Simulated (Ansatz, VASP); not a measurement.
# GeW: VASP beside Ansatz

The input INCAR:

```
  PREC = Accurate
  ENCUT = 600
  EDIFF = 1E-6
  ISMEAR = -1
  SIGMA = 0.05
  LREAL = F
  LASPH = T
  NELM = 150
  ALGO = Normal
  ISIF = 3
  LWAVE = F
  LCHARG = F
  LMAXMIX = 4
  LDAU = T
  LDAUTYPE = 2
  LDAUL = -1 2
  LDAUU = 0 1
  LDAUJ = 0 0
  LDAUPRINT = 1
  GGA = PE
  IBRION = 2
  NSW = 60
  EDIFFG = -0.01
```

The input KPOINTS:

```
regular mesh
0
Gamma
  9 9 9
```

Contents of POSCAR:

```
GeW
1.0
    0.0000000000      2.5776100000      2.5776100000
    2.5776100000      0.0000000000      2.5776100000
    2.5776100000      2.5776100000      0.0000000000
Ge W
1 1
Direct
    0.5000000000      0.5000000000      0.5000000000
    0.0000000000      0.0000000000      0.0000000000
```

Contents of input.yaml:

```yaml
crystal:
  lattice:
    - [0.0, 2.57761, 2.57761]
    - [2.57761, 0.0, 2.57761]
    - [2.57761, 2.57761, 0.0]
  atoms:
    - { symbol: Ge, position: [0.5, 0.5, 0.5] }
    - { symbol: W, position: [0.0, 0.0, 0.0] }
hamiltonian:
  xc: pbe
  pseudopotentials: { kind: paw }
  hubbard: { sites: [{ species: W, l: d, u_eff: 1.0 }] }
kpoints:
  mp_grid: { grid: [9, 9, 9] }
scf:
  occupations: { method: fermi_dirac, width: 0.05 }
output:
  forces: true
  stress: true
  eigenvalues: true
relax:
  f_tol: 0.01
  max_steps: 40
  cell: { stress_tol: 0.05 }
```

Alike in both runs: task relaxation of cell and atoms; functional PBE; k mesh 9 × 9 × 9; occupations fermi-dirac, width 0.05 eV; no spin polarisation; Hubbard terms W d U = 1.0 eV.

```csv
,VASP,Ansatz
version,VASP 6.6.1,Ansatz 0.2.0
potentials or method,"VASP PAW PBE potentials, release 64 (Ge_d, W_sv)",Ansatz PAW
plane-wave cutoff (eV),600,420
valence electrons in the cell,28,28
```

VASP gave:

| Quantity | Value |
| --- | --- |
| gap on the k mesh at the Fermi level, each at its own relaxed structure (eV) | none |
| relaxed volume (Å³/atom) | 17.25 |
| relaxed cell length with the largest relative difference (Å) | 3.654 |

Problem. What did Ansatz give for the same quantities?

Solution. gap on the k mesh at the Fermi level, each at its own relaxed structure (eV): none; relaxed volume (Å³/atom): 17.14; relaxed cell length with the largest relative difference (Å): 3.646.

The programs project onto different local orbitals, so the same U acts differently, and such runs can settle in different states. A gap of «none» marks a metal or a gap that the smearing closes.

Spin-orbit coupling is off throughout. Noted on Ansatz's run: the plane-wave basis is chosen anew once the cell has moved, so the energies of steps on either side of that aren't comparable.
